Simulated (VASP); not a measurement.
Wanted: the native input for a VASP 6.6.1 run.

| Property | Result |
| --- | --- |
| Task | relaxation of cell and atoms |
| Functional | PBE |
| Potentials or basis | VASP PAW PBE potentials, release 64 (Li_sv) |
| Cutoff | 600 eV |
| k mesh | 4 × 4 × 4 |
| Occupations | gaussian, width 0.1 eV |
| Spin | no spin polarisation |
| Dipole correction | no |
| Further INCAR settings | ALGO = Normal; EDIFF = 1e-06; IBRION = 2; EDIFFG = -0.04; NSW = 90; ISIF = 3 |

The structure of Li lies in POSCAR:

```
Li
1.0
    4.9058853900      0.0000000000      0.0000000000
    0.0000000000      4.9058853900      0.0000000000
    0.0000000000      0.0000000000      5.3481609200
Li
6
Direct
    0.5000000000      0.0000000000      0.7072967400
    0.0000000000      0.5000000000      0.7927032600
    0.0000000000      0.5000000000      0.2072967400
    0.5000000000      0.0000000000      0.2927032600
    0.5000000000      0.5000000000      0.7500000000
    0.5000000000      0.5000000000      0.2500000000
```

The cell was built from a structure type or drawn by symmetry, and may not be a known phase.

One way to write it, as run:

INCAR

```
PREC     = Accurate       # precision mode
ENCUT    = 600            # plane-wave cutoff, eV
EDIFF    = 1E-6           # SCF threshold, eV
ISMEAR   = 0              # smearing method
SIGMA    = 0.1            # smearing width, eV
LREAL    = F              # projectors in reciprocal space
LASPH    = T              # aspherical terms in the spheres
NELM     = 100            # most SCF steps
ALGO     = Normal         # electronic algorithm
ISIF     = 3              # what is computed and relaxed
LWAVE    = F              # write WAVECAR
LCHARG   = F              # write CHGCAR
GGA      = PE             # functional
IBRION   = 2              # ionic algorithm
NSW      = 90             # ionic steps
EDIFFG   = -0.04          # ionic threshold
```

KPOINTS

```
regular mesh
0
Gamma
  4 4 4
```

Potentials or basis: VASP PAW PBE potentials, release 64 (Li_sv).

Launch:

```console
$ cat potpaw_PBE.64/Li_sv/POTCAR > POTCAR
$ mpirun -np 1 vasp_std > vasp.out
```

Results of the run:

```json
{
 "Relaxed volume": "26.61 Å³/atom",
 "Relaxed cell": "a = 5.336 Å, b = 5.336 Å, c = 5.608 Å, α = 90.00°, β = 90.00°, γ = 90.00°",
 "Space group after relaxing (to 0.1 Å)": "P4/mmm (No. 123)",
 "Energy gained by relaxing": "112.8 meV/atom",
 "Ionic steps": "7",
 "Pressure after relaxing": "-0.1 GPa",
 "Largest force after relaxing": "0.007 eV/Å",
 "Band gap on the k mesh": "zero (bands 9 and 10 overlap by 2.00 eV)"
}
```

Caveat: the cutoff is under 1.25 times the usual one of these potentials, so pressure, stress and relaxed cells hold a basis-set (Pulay) error; the volume moved by over 15 % at a fixed basis, so the end points are rough.

Run time: 3.5 min on 1 thread of Intel(R) Xeon(R) Platinum 8259CL CPU @ 2.50GHz (Skylake/Cascade Lake) (shared host), peak memory 0.26 GiB.
